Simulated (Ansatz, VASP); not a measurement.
# Tc: VASP beside Ansatz

```
CELL_PARAMETERS angstrom
2.77606 0.00000 0.00000
-1.38803 2.40414 0.00000
0.00000 0.00000 4.45588
ATOMIC_POSITIONS crystal
Tc 0.66667 0.33333 0.75000
Tc 0.33333 0.66667 0.25000
```

Alike in both runs: task single point; functional PBE; k mesh 11 × 11 × 6; occupations fermi-dirac, width 0.05 eV; no spin polarisation.

|  | VASP | Ansatz |
| --- | --- | --- |
| version | VASP 6.6.1 | Ansatz 0.2.0 |
| potentials or method | VASP PAW PBE potentials, release 64 (Tc_pv) | Ansatz PAW earlier set |
| plane-wave cutoff (eV) | 520 | 500 |
| valence electrons in the cell | 26 | 30 |

VASP gave:

* gap on the k mesh at the Fermi level (eV): none
* pressure (GPa): -9.0
* traceless stress, the component that is largest in VASP (GPa): -0.16

What did Ansatz give for the same quantities?

gap on the k mesh at the Fermi level (eV): none; pressure (GPa): -8.3; traceless stress, the component that is largest in VASP (GPa): -0.12.

A gap of «none» marks a metal or a gap that the smearing closes. With one functional, cell and mesh, what is left measures potentials, basis and numerics. VASP's potentials hold 26 valence electrons a cell and Ansatz's 30, so a difference there can come from the potentials and not from the codes.
